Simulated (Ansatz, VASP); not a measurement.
Two plane-wave programs on Mg3GePd

```xyz
10
Lattice="6.2282 0.0000 0.0000 -3.1141 5.3938 0.0000 0.0000 0.0000 5.3211" Properties=species:S:1:pos:R:3 pbc="T T T"
Mg    0.0000    1.5750    1.3303
Mg    4.8643    0.7875    3.9908
Mg    3.1141    3.8188    3.9908
Mg   -1.7501    4.6063    1.3303
Mg    1.7501    4.6063    1.3303
Mg    1.3640    0.7875    3.9908
Ge    0.0000    3.5959    3.9908
Ge    3.1141    1.7979    1.3303
Pd    0.0000    0.0000    2.6606
Pd    0.0000    0.0000    0.0000
```

Alike in both runs: task relaxation of cell and atoms; functional PBE; k mesh 3 × 3 × 4; occupations gaussian, width 0.1 eV; no spin polarisation.

|  | VASP | Ansatz |
| --- | --- | --- |
| version | VASP 6.6.1 | Ansatz 0.2.0 |
| potentials or method | VASP PAW PBE potentials, release 64 (Mg, Ge_d, Pd), cutoff 600 eV | scalar-relativistic, plane waves, PAW |
| valence electrons in the cell | 60 | 124 |

Ansatz gave:

- gap on the k mesh at the Fermi level, each at its own relaxed structure (eV): none
- relaxed volume (Å³/atom): 21.33
- relaxed cell length with the largest relative difference (Å): 5.209

Question: Which values does VASP return?

Answer: gap on the k mesh at the Fermi level, each at its own relaxed structure (eV): none; relaxed volume (Å³/atom): 21.33; relaxed cell length with the largest relative difference (Å): 5.198.

A gap of «none» marks a metal or a gap that the smearing closes. VASP's potentials hold 60 valence electrons a cell and Ansatz's 124, so a difference there can come from the potentials and not from the codes.

The k mesh is coarse, so the values compare programs but aren't converged. Noted on VASP's run: the volume moved by over 15 % at a fixed basis, so the end points are rough.
